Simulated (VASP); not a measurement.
CaF2, 3 atoms in the cell. It takes space group Fm-3m (No. 225, cubic). Conventional cell: a = 5.480 Å, b = 5.480 Å, c = 5.480 Å, α = 90.00°, β = 90.00°, γ = 90.00°. Ca (site symmetry m-3m) has 8 F at 2.37 Å within 3.1 Å. Within 3.1 Å of F (site symmetry -43m) lie 4 Ca at 2.37 Å and 6 F at 2.74 Å. 

- Program: VASP 6.6.1
- Task: single point
- Functional: PBE
- Potentials or basis: VASP PAW PBE potentials, release 64 (Ca_sv, F)
- Cutoff: 600 eV
- k mesh: 6 × 6 × 6
- Occupations: gaussian, width 0.01 eV
- Spin: no spin polarisation
- Dipole correction: no
- Further INCAR settings: ALGO = Normal; EDIFF = 1e-06; NBANDS = 19

Potentials or basis: VASP PAW PBE potentials, release 64 (Ca_sv, F).

Run with:

```sh
$ cat potpaw_PBE.64/Ca_sv/POTCAR potpaw_PBE.64/F/POTCAR > POTCAR
$ mpirun -np 1 vasp_std > vasp.out
```

Hardware: 1 thread of Intel Xeon 8259CL, on a shared host.

Task: How long does it take, and how much memory?

Result: Wall time 21 s on 1 thread of Intel Xeon 8259CL, with other jobs on the host, peak memory 0.17 GiB. Counts: scf iterations 13, k points 16.
